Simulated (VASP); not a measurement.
Wanted: the native input for a VASP 6.6.1 run.

```
Task                   : relaxation of volume and atoms at fixed shape
Functional             : LDA
Potentials or basis    : VASP PAW LDA potentials, release 64 (Sb, Au)
Cutoff                 : 600 eV
k mesh                 : 7 × 7 × 2
Occupations            : fermi-dirac, width 0.1 eV
Spin                   : no spin polarisation
Dipole correction      : no
Further INCAR settings : ALGO = Normal; EDIFF = 1e-07; IBRION = 2; EDIFFG = -0.03; NSW = 80; ISIF = 8
```

The structure of Sb3Au lies in POSCAR:

```
Sb3Au
1.0
    3.0631950000      0.0000000000      0.0000000000
    0.0000000000      3.0631950000      0.0000000000
    0.0000000000      0.0000000000     11.8151350000
Sb Au
3 1
Direct
    0.0000000000      0.0000000000      0.2312210000
    0.0000000000      0.0000000000      0.5000000000
    0.0000000000      0.0000000000      0.7687790000
    0.0000000000      0.0000000000      0.0000000000
```

These files were run (other wordings do the same):

INCAR

```
SYSTEM = Sb3Au
PREC = Accurate
ENCUT = 600
EDIFF = 1E-7
ISMEAR = -1
SIGMA = 0.1
LREAL = .False.
LASPH = .True.
NELM = 80
ALGO = Normal
ISIF = 8
LWAVE = .False.
LCHARG = .False.
IBRION = 2
NSW = 80
EDIFFG = -0.03
```

KPOINTS

```
Automatic mesh
0
Gamma
  7 7 2
  0 0 0
```

Potentials or basis: VASP PAW LDA potentials, release 64 (Sb, Au).

The run is started by

```console
$ cat potpaw_LDA.64/Sb/POTCAR potpaw_LDA.64/Au/POTCAR > POTCAR
$ mpirun -np 1 vasp_std > vasp.out
```

It gave:

| Property | Result |
| --- | --- |
| Relaxed volume | 25.61 Å³/atom |
| Relaxed cell | a = 2.983 Å, b = 2.983 Å, c = 11.507 Å, α = 90.00°, β = 90.00°, γ = 90.00° |
| Space group after relaxing (to 0.05 Å) | P4/mmm (No. 123) |
| Energy gained by relaxing | 34.5 meV/atom |
| Ionic steps | 6 |
| Pressure after relaxing | 0.1 GPa |
| Largest force after relaxing | 0.009 eV/Å |
| Band gap on the k mesh | zero (band 13 reaches 11.91 eV, above the bottom of band 14 at 6.41 eV) |

Caveat: spin-orbit coupling is left out, which moves the levels of the heavy elements.

It took 94 s on 1 thread of Intel(R) Xeon(R) Platinum 8375C CPU @ 2.90GHz (Ice Lake) (shared host), peak memory 0.23 GiB.
